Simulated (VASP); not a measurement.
Here is a VASP 6.6.1 calculation.

INCAR

```
PREC     = Accurate       # precision mode
ENCUT    = 700            # plane-wave cutoff, eV
EDIFF    = 1E-6           # SCF threshold, eV
ISMEAR   = 0              # smearing method
SIGMA    = 0.05           # smearing width, eV
LREAL    = F              # projectors in reciprocal space
LASPH    = T              # aspherical terms in the spheres
NELM     = 120            # most SCF steps
ALGO     = Normal         # electronic algorithm
ISIF     = 2              # what is computed and relaxed
LWAVE    = F              # write WAVECAR
LCHARG   = F              # write CHGCAR
GGA      = PE             # functional
NBANDS   = 18             # bands
GGA_COMPAT= F
```

The input KPOINTS:

```
Automatic mesh
0
Gamma
  14 14 14
```

The input POSCAR:

```
MnO
1.0
    1.5543256950      0.8973903598      2.0540009538
   -1.5543256950      0.8973903598      2.0540009538
    0.0000000000     -1.7947807155      2.0540009556
Mn O
1 1
Direct
    1.0000000000      0.0000000000      0.0000000000
    0.5000000000      0.5000000000      0.5000000000
```

Potentials or basis: VASP PAW PBE potentials, release 64 (Mn_sv, O).

Run with:

```bash
$ cat potpaw_PBE.64/Mn_sv/POTCAR potpaw_PBE.64/O/POTCAR > POTCAR
$ mpirun -np 1 vasp_std > vasp.out
```

Estimate the band gap on the k mesh.

zero (an odd number of electrons rules out a gap without spin polarisation).

Predict the pressure.

-5.7 GPa.

Stress tensor (GPa, compression positive):
```
-5.77  0.00  0.00
 0.00 -5.77  0.00
 0.00  0.00 -5.58
```

Caveat: the cell stands under tension; an odd number of electrons without spin polarisation forces a metal; a magnetic or distorted state may lie lower; the run has no spin polarisation, though such a crystal can be magnetic; semilocal functionals often make such compounds metallic where correlation or magnetic order opens a gap, which also shifts bond lengths. Spin polarisation is off, so any magnetic state and its effect on volume and gap are missing.
